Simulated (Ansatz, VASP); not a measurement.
Two plane-wave programs on AlGa3As4

```xyz
8
Lattice="5.6700 0.0000 0.0000 0.0000 5.6700 0.0000 0.0000 0.0000 5.6700" Properties=species:S:1:pos:R:3 pbc="T T T"
Al    0.0000    0.0000    0.0000
As    1.4160    1.4160    1.4160
As    4.2540    4.2540    1.4160
As    4.2540    1.4160    4.2540
As    1.4160    4.2540    4.2540
Ga    2.8350    2.8350    0.0000
Ga    2.8350    0.0000    2.8350
Ga    0.0000    2.8350    2.8350
```

Alike in both runs: task single point; functional PBE; k mesh 4 × 4 × 4; occupations fermi-dirac, width 0.02 eV; no spin polarisation.

```csv
,VASP,Ansatz
version,VASP 6.6.1,Ansatz 0.2.0
potentials or method,"VASP PAW PBE potentials, release 64 (Al, As, Ga_d)","plane waves, PAW"
plane-wave cutoff (eV),520,420
valence electrons in the cell,62,102
```

Ansatz gave:

* gap on the k mesh at the Fermi level (eV): 0.80
* pressure (GPa): 2.5
* rms of the force components (eV/Å): 0.020

Task: Estimate VASP's values.

Result: gap on the k mesh at the Fermi level (eV): 0.80; pressure (GPa): 2.7; rms of the force components (eV/Å): 0.021.

VASP's potentials hold 62 valence electrons a cell and Ansatz's 102, so a difference there can come from the potentials and not from the codes.
